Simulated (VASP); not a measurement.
Here is a VASP 6.6.1 calculation.

The input INCAR:

```
ALGO = Normal
EDIFF = 1E-7
ENCUT = 520
GGA = PE
ISIF = 2
ISMEAR = 0
LASPH = T
LCHARG = F
LREAL = F
LWAVE = F
NBANDS = 11
NELM = 80
PREC = Accurate
SIGMA = 0.05
```

The input KPOINTS:

```
k-points
0
Gamma
  12 12 12
```

POSCAR

```
BP
1.0
    0.0000000000      2.3041385666      2.3041385666
    2.3041385666      0.0000000000      2.3041385666
    2.3041385666      2.3041385666      0.0000000000
B P
1 1
Direct
    0.0000000000      0.0000000000      0.0000000000
    0.7500000000      0.7500000000      0.7500000000
```

Potentials or basis: VASP PAW PBE potentials, release 64 (B, P).

Run with:

```sh
$ cat potpaw_PBE.64/B/POTCAR potpaw_PBE.64/P/POTCAR > POTCAR
$ mpirun -np 1 vasp_std > vasp.out
```

(1) Predict the band gap on the k mesh.

(2) Estimate the pressure.

Answers

(1) 1.30 eV, indirect (least direct gap 3.34 eV).

(2) -6.1 GPa.
